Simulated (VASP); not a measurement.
# Se (P6_3/mmc) in VASP: further runs

Se is run at these levels: PBEsol; tasks: single point.

All numbers are computed with VASP 6.6.1; they aren't measurements. Logs are shortened: lines on timing, memory, paths and dates and some standing lists are left out, and cuts for length are marked.

## 1. The cell of the first run

The structure is hexagonal, space group P6_3/mmc (No. 194). Conventional cell: a = 2.855 Å, b = 2.855 Å, c = 3.885 Å, α = 90.00°, β = 90.00°, γ = 120.00°. Within 3.4 Å of Se (site symmetry -6m2) lie 12 Se at 2.55 to 2.86 Å.

This isn't the form of Se at room conditions, which is trigonal, of chains.

## 2. Single point, PBEsol

INCAR

```
PREC = Accurate
ENCUT = 520
EDIFF = 1E-6
ISMEAR = -1
SIGMA = 0.05
LREAL = F
LASPH = T
NELM = 80
ALGO = Normal
ISIF = 2
LWAVE = F
LCHARG = F
GGA = PS
NBANDS = 13
```

KPOINTS

```
Automatic mesh
0
Gamma
  16 16 9
```

POSCAR

```
Se
1.0
    2.8553533748      0.0000000000      0.0000000000
   -1.4276766874      2.4728085594      0.0000000000
    0.0000000000      0.0000000000      3.8848346217
Se
2
Direct
    0.3333333333      0.6666666667      0.2500000000
    0.6666666667      0.3333333333      0.7500000000
```

Potentials or basis: VASP PAW PBE potentials, release 64 (Se).

Launch:

```
> cat potpaw_PBE.64/Se/POTCAR > POTCAR
> mpirun -np 1 vasp_std > vasp.out
```

OUTCAR:

```text
PREC = Accurate
   ENCUT = 520
   EDIFF = 1E-6
   ISMEAR = -1
   LREAL = F
   LASPH = T
   NELM = 80
   ISIF = 2
   GGA = PS

 ion  position               nearest neighbor table
   1  0.333  0.667  0.250-   2 2.55   2 2.55   2 2.55   2 2.55   2 2.55   2 2.55
   2  0.667  0.333  0.750-   1 2.55   1 2.55   1 2.55   1 2.55   1 2.55   1 2.55

  LATTYP: Found a hexagonal cell.
 ALAT       =     2.8553533748
 C/A-ratio  =     1.3605442521

  Lattice vectors:

 A1 = (   2.8553533748,   0.0000000000,   0.0000000000)
 A2 = (  -1.4276766874,   2.4728085594,   0.0000000000)
 A3 = (   0.0000000000,   0.0000000000,   3.8848346217)

Analysis of symmetry for initial positions (statically):
=====================================================================
 Subroutine PRICEL returns:
 Original cell was already a primitive cell.

 Routine SETGRP: Setting up the symmetry group for a
 hexagonal supercell.

 Subroutine GETGRP returns: Found 24 space group operations
 (whereof 12 operations were pure point group operations)
 out of a pool of 24 trial point group operations.

The static configuration has the point symmetry D_3d.
 The point group associated with its full space group is D_6h.

Analysis of symmetry for dynamics (positions and initial velocities):
=====================================================================
 Subroutine PRICEL returns:
 Original cell was already a primitive cell.

 Routine SETGRP: Setting up the symmetry group for a
 hexagonal supercell.

 Subroutine GETGRP returns: Found 24 space group operations
 (whereof 12 operations were pure point group operations)
 out of a pool of 24 trial point group operations.

The dynamic configuration has the point symmetry D_3d.
 The point group associated with its full space group is D_6h.

 Subroutine INISYM returns: Found 24 space group operations
 (whereof 12 operations are pure point group operations),
 and found     1 'primitive' translations

----------------------------------------------------------------------------------------

                                     Primitive cell

  volume of cell :      27.4298

  direct lattice vectors                    reciprocal lattice vectors
     2.855353375  0.000000000  0.000000000     0.350219349  0.202199235  0.000000000
    -1.427676687  2.472808559  0.000000000     0.000000000  0.404398471  0.000000000
     0.000000000  0.000000000  3.884834622     0.000000000  0.000000000  0.257411215

  length of vectors
     2.855353375  2.855353375  3.884834622     0.404398471  0.404398471  0.257411215

  position of ions in fractional coordinates (direct lattice)
     0.333333333  0.666666667  0.250000000
     0.666666667  0.333333333  0.750000000

  ion indices of the primitive-cell ions
   primitive index   ion index
                 1           1
                 2           2

----------------------------------------------------------------------------------------

 KPOINTS: Automatic mesh

Automatic generation of k-mesh.
 Grid dimensions read from file:
 generate k-points for:   16   16    9

 Generating k-lattice:

  Cartesian coordinates                     Fractional coordinates (reciprocal lattice)
     0.021888709  0.012637452  0.000000000     0.062500000 -0.000000000  0.000000000
     0.000000000  0.025274904  0.000000000     0.000000000  0.062500000  0.000000000
     0.000000000  0.000000000  0.028601246     0.000000000  0.000000000  0.111111111

  Length of vectors
     0.025274904  0.025274904  0.028601246

  Shift w.r.t. Gamma in fractional coordinates (k-lattice)
     0.000000000  0.000000000  0.000000000

 Subroutine IBZKPT returns following result:
 ===========================================

 Found    150 irreducible k-points:

 Following reciprocal coordinates:
            Coordinates               Weight
  0.000000  0.000000  0.000000      1.000000
  0.062500 -0.000000  0.000000      6.000000
  0.125000 -0.000000  0.000000      6.000000
  0.187500 -0.000000  0.000000      6.000000
  0.250000 -0.000000  0.000000      6.000000
  0.312500 -0.000000  0.000000      6.000000
[... 16 lines left out ...]
  0.187500  0.187500  0.000000      6.000000
  0.250000  0.187500  0.000000     12.000000
 [... further k-points ...]
   k-points           NKPTS =    150   k-points in BZ     NKDIM =    150   number of bands    NBANDS=     13
   number of dos      NEDOS =    301   number of ions     NIONS =      2
   total plane-waves  NPLWV =  17280
   dimension x,y,z NGX =    24 NGY =   24 NGZ =   30
   dimension x,y,z NGXF=    48 NGYF=   48 NGZF=   60
   ions per type =               2
   NGX,Y,Z   is equivalent  to a cutoff of  13.97, 13.97, 12.84 a.u.
   NGXF,Y,Z  is equivalent  to a cutoff of  27.95, 27.95, 25.68 a.u.
 SYSTEM =  unknown system
   PREC   = accura    normal or accurate (medium, high low for compatibility)
   ISTART =      0    job   : 0-new  1-cont  2-samecut
   ICHARG =      2    charge: 1-file 2-atom 10-const
   ISPIN  =      1    spin polarized calculation?
   LNONCOLLINEAR =      F non collinear calculations
   LSORBIT =      F    spin-orbit coupling
   LASPH  =      T    aspherical Exc in radial PAW
   ENCUT  =  520.0 eV  38.22 Ry    6.18 a.u.   5.31  5.31  7.22*2*pi/ulx,y,z
   NELM   =     80;   NELMIN=  2; NELMDL= -5     # of ELM steps
   EDIFF  = 0.1E-05   stopping-criterion for ELM
   LREAL  =      F    real-space projection
   EDIFFG = 0.1E-04   stopping-criterion for IOM
   NSW    =      0    number of steps for IOM
   IBRION =     -1    ionic relax: 0-MD 1-quasi-New 2-CG
   NFREE  =      0    steps in history (QN), initial steepest desc. (CG)
   ISIF   =      2    stress and relaxation
   ISYM   =      2    0-nonsym 1-usesym 2-fastsym
   POTIM  = 0.5000    time-step for ionic-motion
   TEBEG  =    0.0;   TEEND  =   0.0 temperature during run
   PSTRESS=    0.0 pullay stress
   NELECT =      12.0000    total number of electrons
   NUPDOWN=      -1.0000    fix difference up-down
   EMIN   =  10.00;   EMAX   =-10.00  energy-range for DOS
   EFERMI =   0.00;   METHOD = LEGACY
   ISMEAR =    -1;   SIGMA  =   0.05  broadening in eV -4-tet -1-fermi 0-gaus
   EFERMI_NEDOS =   21; number of points for ismear=-14 and -15
   IALGO  =     38    algorithm
   IMIX   =      4    mixing-type and parameters
     AMIX     =   0.40;   BMIX     =  1.00
     AMIX_MAG =   1.60;   BMIX_MAG =  1.00
  volume/ion in A,a.u.               =      13.71        92.55
  Fermi-wavevector in a.u.,A,eV,Ry     =   1.242780  2.348514 21.014230  1.544502
  Thomas-Fermi vector in A             =   2.377120
   LORBIT       =      0    0 simple, 1 ext, 2 COOP (PROOUT), +10 PAW based schemes
   GGA     = PS    functional components
   LHFCALC =     F    Hartree Fock is set to
   AEXX    =    0.0000 exact exchange contribution
   IVDW    =     0    specifies the selected vdW correction
   LEPSILON=     F    determine dielectric tensor
   LRPA    =     F    only Hartree local field effects (RPA)
 non-spin polarized calculation
  energy-cutoff  :      520.00
  volume of cell :       27.43
 maximum number of plane-waves:       758
 NGX is ok and might be reduce to    24
   NGX = 11   NGY = 11   NGZ = 15

 number of electron      12.0000002 magnetization

 Free energy of the ion-electron system (eV)
  ---------------------------------------------------
  ext. energy  EPLUGINS =         0.00000000
  ---------------------------------------------------
  free energy    TOTEN  =        -5.10580829 eV

  energy without entropy =       -5.09830069  energy(sigma->0) =       -5.10205449

 E-fermi :  11.1405     XC(G=0): -12.5445

 val. band max:       11.1327921524   @ k =   0.1250   0.1250   0.2222
 cond. band min:      11.1463905807   @ k =   0.3750   0.0625   0.1111
 fundamental gap:      0.0135984282
 Fermi energy:        11.1405199033

 k-point     1 :       0.0000    0.0000    0.0000
  band No.  band energies     occupation
      1      -9.6207      2.00000
      2      -0.8422      2.00000
      3       1.0983      2.00000
      4      11.3936      0.01259
      5      11.3936      0.01259
      6      14.6585      0.00000
      7      14.6585      0.00000
      8      17.3960      0.00000
      9      18.6591      0.00000
     10      21.6670      0.00000
     11      22.8307      0.00000
     12      22.8307      0.00000
     13      25.3142      0.00000

 k-point     2 :       0.0625   -0.0000    0.0000
  band No.  band energies     occupation
      1      -9.5307      2.00000
      2      -0.7796      2.00000
      3       1.1894      2.00000
      4      10.5420      1.99999
      5      11.0838      1.51357
      6      14.3645      0.00000
      7      14.8882      0.00000
      8      18.0294      0.00000
      9      18.2173      0.00000
     10      21.2392      0.00000
     11      22.7873      0.00000
     12      23.3889      0.00000
     13      24.9130      0.00000

 k-point     3 :       0.1250   -0.0000    0.0000
  band No.  band energies     occupation
      1      -9.2614      2.00000
      2      -0.6024      2.00000
      3       1.4615      2.00000
      4       8.7839      2.00000
      5      10.4019      2.00000
      6      13.5140      0.00000
      7      15.2797      0.00000
      8      17.0796      0.00000
      9      18.7738      0.00000
     10      20.7157      0.00000
     11      22.9372      0.00000
     12      24.1153      0.00000
     13      24.4662      0.00000

 k-point     4 :       0.1875   -0.0000    0.0000
  band No.  band energies     occupation
      1      -8.8152      2.00000
      2      -0.3516      2.00000
      3       1.9110      2.00000
      4       6.8799      2.00000
      5       9.6479      2.00000
      6      12.3974      0.00000
      7      15.4723      0.00000
      8      15.5623      0.00000
      9      17.6862      0.00000
     10      22.0908      0.00000
     11      23.3032      0.00000
     12      23.3996      0.00000
     13      23.6292      0.00000

 k-point     5 :       0.2500   -0.0000    0.0000
  band No.  band energies     occupation
      1      -8.1972      2.00000
      2      -0.1446      2.00000
      3       2.5299      2.00000
      4       5.1843      2.00000
      5       8.9572      2.00000
      6      11.1704      0.70968
      7      13.8916      0.00000
      8      15.4079      0.00000
      9      16.3177      0.00000
     10      22.4313      0.00000
     11      22.5951      0.00000
     12      23.5070      0.00000
     13      24.9083      0.00000
[... 257 lines left out ...]
 k-point    22 :       0.4375    0.1250    0.0000
  band No.  band energies     occupation
      1      -4.7272      2.00000
      2      -2.6247      2.00000
      3       4.0193      2.00000
      4       5.8256      2.00000
      5       6.7511      2.00000
      6       7.2003      2.00000
      7       8.6894      2.00000
      8      13.1763      0.00000
      9      16.1683      0.00000
     10      17.4633      0.00000
     11      24.6716      0.00000
     12      25.2083      0.00000
     13      29.4200      0.00000

 k-point    23 :       0.1875    0.1875    0.0000
  band No.  band energies     occupation
      1      -7.2423      2.00000
      2      -0.1432      2.00000
      3       3.4816      2.00000
      4       4.9054      2.00000
      5       5.4063      2.00000
      6      11.6157      0.00015
      7      12.2855      0.00000
      8      13.0421      0.00000
      9      18.2212      0.00000
     10      19.1894      0.00000
     11      20.0517      0.00000
     12      27.2711      0.00000
     13      27.5043      0.00000

 k-point    24 :       0.2500    0.1875    0.0000
  band No.  band energies     occupation
      1      -6.4026      2.00000
      2      -0.6060      2.00000
      3       4.1648      2.00000
      4       4.3098      2.00000
      5       5.0740      2.00000
      6      10.4227      2.00000
      7      11.0017      1.88267
      8      12.3806      0.00000
      9      17.1727      0.00000
     10      18.9156      0.00000
     11      21.6327      0.00000
     12      27.5959      0.00000
     13      27.7741      0.00000

 [... further k-points ...]

------------------------ aborting loop because EDIFF is reached ----------------------------------------

  FORCE on cell =-STRESS in cart. coord.  units (eV):
  Direction    XX          YY          ZZ          XY          YZ          ZX
  --------------------------------------------------------------------------------------
  -------------------------------------------------------------------------------------
  Total       11.2629843     11.2629843     11.3337157      0.0000000      0.0000000      0.0000000
  in kB      657.8716409    657.8716409    662.0030677      0.0000000      0.0000000      0.0000000
  external PRESSURE =     659.2487831 kB  Pullay stress =       0.0000000 kB

 VOLUME and BASIS-vectors are now :
 -----------------------------------------------------------------------------
  energy-cutoff  :      520.00
  volume of cell :       27.43
      direct lattice vectors                 reciprocal lattice vectors
     2.855353375  0.000000000  0.000000000     0.350219349  0.202199235  0.000000000
    -1.427676687  2.472808559  0.000000000     0.000000000  0.404398471  0.000000000
     0.000000000  0.000000000  3.884834622     0.000000000  0.000000000  0.257411215

 POSITION                                       TOTAL-FORCE (eV/Angst)
 -----------------------------------------------------------------------------------
     -0.00000      1.64854      0.97121         0.000000     -0.000000      0.000000
      1.42768      0.82427      2.91363        -0.000000      0.000000      0.000000
 -----------------------------------------------------------------------------------
    total drift:                               -0.000000      0.000000      0.000000

  FREE ENERGIE OF THE ION-ELECTRON SYSTEM (eV)
  ---------------------------------------------------
  free  energy   TOTEN  =        -5.1058082932 eV

  energy  without entropy=       -5.0983006925  energy(sigma->0) =       -5.10205449
```

Run time: 19 s. Hardware: 1 thread of AMD EPYC 9R45 (Zen 5), shared host; peak memory 0.14 GiB.

What came out:

| Quantity | Value |
| --- | --- |
| Free energy | -5.1058 eV |
| Pressure | 65.9 GPa |
| Band gap on the k mesh | zero (bands 6 and 7 overlap by 6.60 eV) |

Stress tensor (GPa, compression positive):
```
65.79  0.00  0.00
 0.00 65.79  0.00
 0.00  0.00 66.20
```

Levels at points of the mesh, in eV from the Fermi level:
```csv
k point,band 4,band 5,band 6,band 7,band 8,band 9
"(0.00, 0.00, 0.00)",0.25,0.25,3.52,3.52,6.26,7.52
"(0.50, 0.00, 0.00)",-5.60,-4.17,-3.52,-2.43,2.64,3.64
```

Caveat: the cell stands under pressure; the PAW data sets were made with another functional, which shifts forces and pressure a little.

## 3. Single point, PBEsol

INCAR

```
SYSTEM = Se
PREC = Accurate
ENCUT = 520
EDIFF = 1E-6
ISMEAR = -1
SIGMA = 0.05
LREAL = .FALSE.
LASPH = .TRUE.
NELM = 80
ALGO = Normal
ISIF = 2
LWAVE = .FALSE.
LCHARG = .FALSE.
GGA = PS
NBANDS = 13
```

KPOINTS

```
Automatic mesh
0
G
  16 16 9
  0 0 0
```

POSCAR is that of step 2.

Potentials or basis: VASP PAW PBE potentials, release 64 (Se).

Launch:

```
> cat potpaw_PBE.64/Se/POTCAR > POTCAR
> mpirun -np 1 vasp_std > vasp.out
```

It took 19 s on 1 thread of AMD EPYC 9R45 (Zen 5), shared host; peak memory 0.14 GiB.

It converged, with:

```
Free energy            : -5.1058 eV
Pressure               : 65.9 GPa
Band gap on the k mesh : zero (bands 6 and 7 overlap by 6.60 eV)
```

Stress tensor (GPa, compression positive):
```
65.79  0.00  0.00
 0.00 65.79  0.00
 0.00  0.00 66.20
```

Levels at points of the mesh, in eV from the Fermi level:
```
           k point  band 2  band 3  band 4  band 5  band 6  band 7  band 8  band 9  band 10  band 11
(0.00, 0.00, 0.00)  -11.98  -10.04    0.25    0.25    3.52    3.52    6.26    7.52    10.53    11.69
(0.50, 0.00, 0.00)  -13.87   -6.54   -5.60   -4.17   -3.52   -2.43    2.64    3.64     9.56    10.15
```

Caveat: the cell stands under pressure; the PAW data sets were made with another functional, which shifts forces and pressure a little.
